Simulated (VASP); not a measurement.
# Te (P1) in VASP: a series of runs

Te is run at these levels: r2SCAN; tasks: single point.

Program: VASP 6.6.1. These are calculated values, not measurements. Logs are shortened: lines on timing, memory, paths and dates and some standing lists are left out, and cuts for length are marked.

**1. The cell of the first run**

The typed cell holds 12 atoms: a = 8.942 Å, b = 8.942 Å, c = 5.948 Å, α = 90.00°, β = 90.00°, γ = 120.00°.

**2. Single point, r2SCAN**

POSCAR

```
Te
1.0
    8.9419920000      0.0000000000      0.0000000000
   -4.4709960000      7.7439920000      0.0000000000
    0.0000000000      0.0000000000      5.9483990000
Te
12
Direct
    0.1320174426      0.0003813279      0.3331525004
   -0.0023276571      0.1284275604      0.6682537604
    0.3682649676      0.3677018261     -0.0007391905
    0.1322899495      0.5013884312      0.3328409880
    0.0031940816      0.6313914064      0.6695174618
    0.3704341610      0.8692325612     -0.0009389081
    0.6301525454     -0.0012612358      0.3306772125
    0.4990182210      0.1317945576      0.6674975905
    0.8681539873      0.3703756409      0.0007006927
    0.6355600626      0.5027537477      0.3338962299
    0.4997344156      0.6330545021      0.6650285228
    0.8664513484      0.8674975387     -0.0004871899
```

INCAR.step1

```
SYSTEM = Te
ALGO = Normal
EDIFF = 1E-4
ENCUT = 520
GGA = PE
ISMEAR = -1
LASPH = .TRUE.
LCHARG = .FALSE.
LREAL = .FALSE.
LWAVE = .TRUE.
NBANDS = 48
NELM = 60
PREC = Accurate
SIGMA = 0.112
```

INCAR.step2

```
SYSTEM = Te
ALGO = Normal
EDIFF = 1E-7
ENCUT = 520
ISIF = 2
ISMEAR = -1
ISTART = 1
LASPH = .TRUE.
LCHARG = .TRUE.
LELF = .TRUE.
LMIXTAU = .TRUE.
LREAL = .FALSE.
LVHAR = .TRUE.
LWAVE = .FALSE.
METAGGA = R2SCAN
NBANDS = 48
NELM = 60
PREC = Accurate
SIGMA = 0.112
```

KPOINTS

```
k-points
0
G
  3 3 2
  0 0 0
```

Potentials or basis: VASP PAW PBE potentials, release 64 (Te).

Command:

```
cat potpaw_PBE.64/Te/POTCAR > POTCAR
cp INCAR.step1 INCAR
mpirun -np 1 vasp_std > vasp.out
cp INCAR.step2 INCAR
mpirun -np 1 vasp_std > vasp.out
```

OUTCAR:

```text
SYSTEM = Te
   EDIFF = 1E-7
   ENCUT = 520
   ISIF = 2
   ISMEAR = -1
   ISTART = 1
   LASPH = .TRUE.
   LREAL = .FALSE.
   METAGGA = R2SCAN
   NELM = 60
   PREC = Accurate

 ion  position               nearest neighbor table
   1  0.132  0.000  0.333-   2 2.85  12 2.86   8 3.50   3 3.50   6 3.52   5 3.52
   2  0.998  0.128  0.668-  12 2.82   1 2.85   3 3.51   7 3.52   9 3.53   4 3.54
   3  0.368  0.368  0.999-  11 2.86  10 2.87   8 3.49   1 3.50   4 3.51   2 3.51
   4  0.132  0.501  0.333-   5 2.83   9 2.84  11 3.50   6 3.51   3 3.51   2 3.54
   5  0.003  0.631  0.670-   9 2.82   4 2.83   6 3.49  10 3.51  12 3.52   1 3.52
   6  0.370  0.869  0.999-   7 2.82   8 2.83   5 3.49  11 3.49   4 3.51   1 3.52
   7  0.630  0.999  0.331-   6 2.82   8 2.86  11 3.49  12 3.49   9 3.51   2 3.52
   8  0.499  0.132  0.667-   6 2.83   7 2.86   3 3.49   1 3.50   9 3.51  10 3.52
   9  0.868  0.370  0.001-   5 2.82   4 2.84  10 3.48   8 3.51   7 3.51   2 3.53
  10  0.636  0.503  0.334-  11 2.85   3 2.87   9 3.48  12 3.48   5 3.51   8 3.52
  11  0.500  0.633  0.665-  10 2.85   3 2.86   6 3.49   7 3.49   4 3.50  12 3.50
  12  0.866  0.867  1.000-   2 2.82   1 2.86  10 3.48   7 3.49  11 3.50   5 3.52

  LATTYP: Found a hexagonal cell.
 ALAT       =     8.9419920000
 C/A-ratio  =     0.6652207920

  Lattice vectors:

 A1 = (   8.9419920000,   0.0000000000,   0.0000000000)
 A2 = (  -4.4709960000,   7.7439920000,   0.0000000000)
 A3 = (   0.0000000000,   0.0000000000,   5.9483990000)

Analysis of symmetry for initial positions (statically):
=====================================================================
 Subroutine PRICEL returns:
 Original cell was already a primitive cell.

 Routine SETGRP: Setting up the symmetry group for a
 hexagonal supercell.

 Subroutine GETGRP returns: Found  1 space group operations
 (whereof  1 operations were pure point group operations)
 out of a pool of 24 trial point group operations.

The static configuration has the point symmetry C_1 .

Analysis of symmetry for dynamics (positions and initial velocities):
=====================================================================
 Subroutine PRICEL returns:
 Original cell was already a primitive cell.

 Routine SETGRP: Setting up the symmetry group for a
 hexagonal supercell.

 Subroutine GETGRP returns: Found  1 space group operations
 (whereof  1 operations were pure point group operations)
 out of a pool of 24 trial point group operations.

The dynamic configuration has the point symmetry C_1 .

 Subroutine INISYM returns: Found  1 space group operations
 (whereof  1 operations are pure point group operations),
 and found     1 'primitive' translations

----------------------------------------------------------------------------------------

                                     Primitive cell

  volume of cell :     411.9071

  direct lattice vectors                    reciprocal lattice vectors
     8.941992000  0.000000000  0.000000000     0.111831905  0.064566182  0.000000000
    -4.470996000  7.743992000  0.000000000     0.000000000  0.129132365  0.000000000
     0.000000000  0.000000000  5.948399000     0.000000000  0.000000000  0.168112462

  length of vectors
     8.941992000  8.941991799  5.948399000     0.129132362  0.129132365  0.168112462

  position of ions in fractional coordinates (direct lattice)
     0.132017443  0.000381328  0.333152500
     0.997672343  0.128427560  0.668253760
     0.368264968  0.367701826  0.999260810
     0.132289949  0.501388431  0.332840988
     0.003194082  0.631391406  0.669517462
     0.370434161  0.869232561  0.999061092
     0.630152545  0.998738764  0.330677212
     0.499018221  0.131794558  0.667497590
     0.868153987  0.370375641  0.000700693
     0.635560063  0.502753748  0.333896230
     0.499734416  0.633054502  0.665028523
     0.866451348  0.867497539  0.999512810

  ion indices of the primitive-cell ions
   primitive index   ion index
                 1           1
                 2           2
                 3           3
                 4           4
                 5           5
                 6           6
                 7           7
                 8           8
                 9           9
                10          10
                11          11
                12          12

----------------------------------------------------------------------------------------

 KPOINTS: k-points

Automatic generation of k-mesh.
 Grid dimensions read from file:
 generate k-points for:    3    3    2

 Generating k-lattice:

  Cartesian coordinates                     Fractional coordinates (reciprocal lattice)
     0.037277302  0.021522061  0.000000000     0.333333333 -0.000000000  0.000000000
     0.000000000  0.043044122  0.000000000     0.000000000  0.333333333  0.000000000
     0.000000000  0.000000000  0.084056231     0.000000000  0.000000000  0.500000000

  Length of vectors
     0.043044121  0.043044122  0.084056231

  Shift w.r.t. Gamma in fractional coordinates (k-lattice)
     0.000000000  0.000000000  0.000000000

 Subroutine IBZKPT returns following result:
 ===========================================

 Found     10 irreducible k-points:

 Following reciprocal coordinates:
            Coordinates               Weight
  0.000000  0.000000  0.000000      1.000000
  0.333333  0.000000  0.000000      2.000000
  0.000000  0.333333  0.000000      2.000000
 -0.333333  0.333333  0.000000      2.000000
  0.333333  0.333333  0.000000      2.000000
  0.000000  0.000000  0.500000      1.000000
  0.333333  0.000000  0.500000      2.000000
  0.000000  0.333333  0.500000      2.000000
 -0.333333  0.333333  0.500000      2.000000
  0.333333  0.333333  0.500000      2.000000
   k-points           NKPTS =     10   k-points in BZ     NKDIM =     10   number of bands    NBANDS=     48
   number of dos      NEDOS =    301   number of ions     NIONS =     12
   total plane-waves  NPLWV = 235200
   dimension x,y,z NGX =    70 NGY =   70 NGZ =   48
   dimension x,y,z NGXF=   140 NGYF=  140 NGZF=   96
   ions per type =              12
   NGX,Y,Z   is equivalent  to a cutoff of  13.01, 13.01, 13.42 a.u.
   NGXF,Y,Z  is equivalent  to a cutoff of  26.03, 26.03, 26.83 a.u.
 SYSTEM =  Te
   PREC   = accura    normal or accurate (medium, high low for compatibility)
   ISTART =      1    job   : 0-new  1-cont  2-samecut
   ICHARG =      0    charge: 1-file 2-atom 10-const
   ISPIN  =      1    spin polarized calculation?
   LNONCOLLINEAR =      F non collinear calculations
   LSORBIT =      F    spin-orbit coupling
   LASPH  =      T    aspherical Exc in radial PAW
   ENCUT  =  520.0 eV  38.22 Ry    6.18 a.u.  16.63 16.63 11.06*2*pi/ulx,y,z
   NELM   =     60;   NELMIN=  2; NELMDL=  0     # of ELM steps
   EDIFF  = 0.1E-06   stopping-criterion for ELM
   LREAL  =      F    real-space projection
   EDIFFG = 0.1E-05   stopping-criterion for IOM
   NSW    =      0    number of steps for IOM
   IBRION =     -1    ionic relax: 0-MD 1-quasi-New 2-CG
   NFREE  =      0    steps in history (QN), initial steepest desc. (CG)
   ISIF   =      2    stress and relaxation
   ISYM   =      2    0-nonsym 1-usesym 2-fastsym
   POTIM  = 0.5000    time-step for ionic-motion
   TEBEG  =    0.0;   TEEND  =   0.0 temperature during run
   PSTRESS=    0.0 pullay stress
   NELECT =      72.0000    total number of electrons
   NUPDOWN=      -1.0000    fix difference up-down
   EMIN   =  10.00;   EMAX   =-10.00  energy-range for DOS
   EFERMI =   0.00;   METHOD = LEGACY
   ISMEAR =    -1;   SIGMA  =   0.11  broadening in eV -4-tet -1-fermi 0-gaus
   EFERMI_NEDOS =   21; number of points for ismear=-14 and -15
   IALGO  =     38    algorithm
   IMIX   =      4    mixing-type and parameters
     AMIX     =   0.40;   BMIX     =  1.00
     AMIX_MAG =   1.60;   BMIX_MAG =  1.00
  volume/ion in A,a.u.               =      34.33       231.64
  Fermi-wavevector in a.u.,A,eV,Ry     =   0.915347  1.729756 11.399787  0.837861
  Thomas-Fermi vector in A             =   2.040078
   LORBIT       =      0    0 simple, 1 ext, 2 COOP (PROOUT), +10 PAW based schemes
   METAGGA = R2SCAN    functional components
   LHFCALC =     F    Hartree Fock is set to
   AEXX    =    0.0000 exact exchange contribution
   IVDW    =     0    specifies the selected vdW correction
   LEPSILON=     F    determine dielectric tensor
   LRPA    =     F    only Hartree local field effects (RPA)
 non-spin polarized calculation
  energy-cutoff  :      520.00
  volume of cell :      411.91
 maximum number of plane-waves:     11170
 NGX is ok and might be reduce to    70
   NGX = 33   NGY = 33   NGZ = 23

 number of electron      71.9999996 magnetization

 Free energy of the ion-electron system (eV)
  ---------------------------------------------------
  ext. energy  EPLUGINS =         0.00000000
  ---------------------------------------------------
  free energy    TOTEN  =      -304.91612979 eV

  energy without entropy =     -304.86917685  energy(sigma->0) =     -304.89265332

 E-fermi :   5.8558     XC(G=0):  -9.4353

 val. band max:        5.6412798468   @ k =   0.3333   0.3333   0.5000
 cond. band min:       5.9649383298   @ k =   0.3333   0.3333   0.5000
 fundamental gap:      0.3236584830
 Fermi energy:         5.8557757963

 k-point     1 :       0.0000    0.0000    0.0000
  band No.  band energies     occupation
      1      -8.4963      2.00000
      2      -7.5018      2.00000
      3      -7.4811      2.00000
      4      -7.4081      2.00000
      5      -5.7414      2.00000
      6      -5.7168      2.00000
[... 40 lines left out ...]
     47       9.0493      0.00000
     48       9.0604      0.00000
[... 457 lines left out ...]
     47       8.0983      0.00000
     48       8.1199      0.00000

------------------------ aborting loop because EDIFF is reached ----------------------------------------

  FORCE on cell =-STRESS in cart. coord.  units (eV):
  Direction    XX          YY          ZZ          XY          YZ          ZX
  --------------------------------------------------------------------------------------
  -------------------------------------------------------------------------------------
  Total        1.9952371      2.3795842      3.3536084     -0.0265855     -0.3287392      0.0297058
  in kB        7.7607883      9.2557665     13.0443868     -0.1034086     -1.2786829      0.1155455
  external PRESSURE =      10.0203139 kB  Pullay stress =       0.0000000 kB

 VOLUME and BASIS-vectors are now :
 -----------------------------------------------------------------------------
  energy-cutoff  :      520.00
  volume of cell :      411.91
      direct lattice vectors                 reciprocal lattice vectors
     8.941992000  0.000000000  0.000000000     0.111831905  0.064566182  0.000000000
    -4.470996000  7.743992000  0.000000000     0.000000000  0.129132365  0.000000000
     0.000000000  0.000000000  5.948399000     0.000000000  0.000000000  0.168112462

 POSITION                                       TOTAL-FORCE (eV/Angst)
 -----------------------------------------------------------------------------------
      1.17879      0.00295      1.98172        -0.020614     -0.027974     -0.001882
      8.34698      0.99454      3.97504         0.017994      0.111155     -0.063368
      1.64903      2.84748      5.94400         0.052209      0.097072      0.025325
     -1.05877      3.88275      1.97987         0.088994     -0.053289      0.004623
     -2.79439      4.88949      3.98256        -0.116888      0.108535     -0.084149
     -0.57392      6.73133      5.94281        -0.122820     -0.080750     -0.020432
      1.16946      7.73423      1.96700         0.077180      0.087913      0.135163
      3.87296      1.02062      3.97054         0.024747      0.048255     -0.091511
      6.10708      2.86819      0.00417         0.020552     -0.100383      0.037158
      3.43536      3.89332      1.98615        -0.117292     -0.059130     -0.034017
      1.63824      4.90237      3.95585         0.049401     -0.077949      0.031100
      3.86922      6.71789      5.94550         0.046537     -0.053455      0.061991
 -----------------------------------------------------------------------------------
    total drift:                               -0.000011      0.000018     -0.000001

  FREE ENERGIE OF THE ION-ELECTRON SYSTEM (eV)
  ---------------------------------------------------
  free  energy   TOTEN  =      -304.9161297889 eV

  energy  without entropy=     -304.8691768482  energy(sigma->0) =     -304.89265332
```

Wall time 8.9 min (1 thread of Intel Xeon 6975P-C (Granite Rapids), shared host); peak memory 0.61 GiB.

Results:

```
Free energy            : -304.9161 eV
Pressure               : 1.0 GPa
Largest force          : 0.180 eV/Å
Band gap on the k mesh : 0.32 eV
```

Forces on the atoms (eV/Å):
```
Te  -0.021 -0.028 -0.002
Te   0.018  0.111 -0.063
Te   0.052  0.097  0.025
Te   0.089 -0.053  0.005
Te  -0.117  0.109 -0.084
Te  -0.123 -0.081 -0.020
Te   0.077  0.088  0.135
Te   0.025  0.048 -0.092
Te   0.021 -0.100  0.037
Te  -0.117 -0.059 -0.034
Te   0.049 -0.078  0.031
Te   0.047 -0.053  0.062
```

Caveat: the k points lie up to 0.53 Å⁻¹ apart; the atoms stand as in a frame of molecular dynamics; the PAW data sets were made with another functional, which shifts forces and pressure a little; spin-orbit coupling is left out, which moves the levels of the heavy elements.

**3. Single point, r2SCAN**

POSCAR

```
Te
1.0
    8.9396070000      0.0000000000      0.0000000000
   -4.4698030000      7.7419270000      0.0000000000
    0.0000000000      0.0000000000      5.9468120000
Te
12
Direct
    0.1325934123      0.0008132342      0.3326866563
   -0.0041466681      0.1250024703      0.6694546591
    0.3680310207      0.3668932812     -0.0026585673
    0.1331587573      0.5031572889      0.3323007353
    0.0066830194      0.6312301834      0.6718113840
    0.3735654839      0.8715175175     -0.0006297492
    0.6281258611     -0.0028966948      0.3291513167
    0.4987562475      0.1311909813      0.6680164095
    0.8677746374      0.3723238413      0.0015964856
    0.6389129707      0.5046759030      0.3344526445
    0.4994476930      0.6339246030      0.6642601111
    0.8656873357      0.8673969672     -0.0006050301
```

INCAR.step1

```
SYSTEM = Te
PREC = Accurate ; ENCUT = 520
ISMEAR = -1 ; SIGMA = 0.112
LREAL = .False. ; LASPH = .True.
NELM = 60 ; NBANDS = 48
GGA = PE ; ALGO = Normal
EDIFF = 1E-4 ; LWAVE = .True.
LCHARG = .False.
```

INCAR.step2

```
SYSTEM = Te
PREC = Accurate ; ENCUT = 520
EDIFF = 1E-6 ; ISMEAR = -1
SIGMA = 0.112 ; LREAL = .False.
LASPH = .True. ; NELM = 60
ALGO = Normal ; ISIF = 2
LWAVE = .False. ; LCHARG = .True.
METAGGA = R2SCAN ; LMIXTAU = .True.
LELF = .True. ; LVHAR = .True.
NBANDS = 48 ; ISTART = 1
```

KPOINTS

```
Automatic mesh
0
Gamma
  3 3 2
  0 0 0
```

Potentials or basis: VASP PAW PBE potentials, release 64 (Te).

Command:

```
cat potpaw_PBE.64/Te/POTCAR > POTCAR
cp INCAR.step1 INCAR
mpirun -np 1 vasp_std > vasp.out
cp INCAR.step2 INCAR
mpirun -np 1 vasp_std > vasp.out
```

Wall time 7.1 min (1 thread of Intel Xeon 6975P-C (Granite Rapids), shared host); peak memory 0.61 GiB.

The run converged. Its results:

```
Free energy            : -304.8769 eV
Pressure               : 1.2 GPa
Largest force          : 0.401 eV/Å
Band gap on the k mesh : 0.32 eV
```

Forces on the atoms (eV/Å):
```
Te  -0.030 -0.050  0.007
Te   0.025  0.239 -0.126
Te   0.110  0.186  0.085
Te   0.155 -0.122  0.002
Te  -0.230  0.192 -0.145
Te  -0.277 -0.227 -0.080
Te   0.229  0.189  0.269
Te   0.008  0.147 -0.157
Te   0.061 -0.164  0.068
Te  -0.244 -0.098 -0.064
Te   0.112 -0.156  0.028
Te   0.082 -0.136  0.113
```

Stress tensor (GPa, compression positive):
```
 0.85 -0.02  0.02
-0.02  1.15 -0.25
 0.02 -0.25  1.55
```

Levels at points of the mesh, in eV from the valence-band top:
```
           k point  band 33  band 34  band 35  band 36  band 37  band 38  band 39  band 40
(0.00, 0.00, 0.00)    -0.93    -0.90    -0.87    -0.79     1.05     1.08     1.09     1.14
(0.00, 0.00, 0.50)    -1.10    -0.25    -0.22    -0.16     0.62     0.78     0.84     0.89
```

Caveat: the k points lie up to 0.53 Å⁻¹ apart; the atoms stand as in a frame of molecular dynamics; the PAW data sets were made with another functional, which shifts forces and pressure a little; spin-orbit coupling is left out, which moves the levels of the heavy elements.
